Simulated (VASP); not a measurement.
A run of VASP 6.6.1 is set up as follows.

File INCAR:

```
SYSTEM = HfSiO4
  PREC = Accurate
  ENCUT = 600
  EDIFF = 1E-6
  ISMEAR = 1
  SIGMA = 0.02
  LREAL = .False.
  LASPH = .True.
  NELM = 120
  ALGO = Normal
  ISIF = 2
  LWAVE = .False.
  LCHARG = .False.
  GGA = PE
  IVDW = 12
  NBANDS = 50
  GGA_COMPAT = .False.
```

Contents of KPOINTS:

```
Automatic mesh
0
Gamma
  6 6 6
  0 0 0
```

Contents of POSCAR:

```
HfSiO4
1.0
   -3.3224525180      3.3224525180      3.0074739819
    3.3224525180     -3.3224525180      3.0074739819
    3.3224525180      3.3224525180     -3.0074739819
Hf Si O
2 2 8
Direct
    0.0000000000      0.0000000000      0.0000000000
    0.7500000000      0.2500000000      0.5000000000
    0.2500000000      0.7500000000      0.5000000000
    0.5000000000      0.5000000000      0.0000000000
    0.1347298301      0.3189388944      0.8157909357
    0.0689388944      0.7531479587      0.6842090643
    0.0689388944      0.3847298301      0.3157909357
    0.5031479587      0.3189388944      0.1842090643
    0.6810611056      0.4968520413      0.8157909357
    0.6152701699      0.9310611056      0.6842090643
    0.2468520413      0.9310611056      0.3157909357
    0.6810611056      0.8652701699      0.1842090643
```

Potentials or basis: VASP PAW PBE potentials, release 64 (Hf_pv, Si, O).

Launch:

```console
$ cat potpaw_PBE.64/Hf_pv/POTCAR potpaw_PBE.64/Si/POTCAR potpaw_PBE.64/O/POTCAR > POTCAR
$ mpirun -np 1 vasp_std > vasp.out
```

(1) Estimate the pressure.

(2) Estimate the band gap on the k mesh.

Answers

(1) -4.9 GPa.

(2) 5.27 eV (least direct gap 5.60 eV).

Caveat: three body term missing; the cell stands under tension; spin-orbit coupling is left out, which moves the levels of the heavy elements.
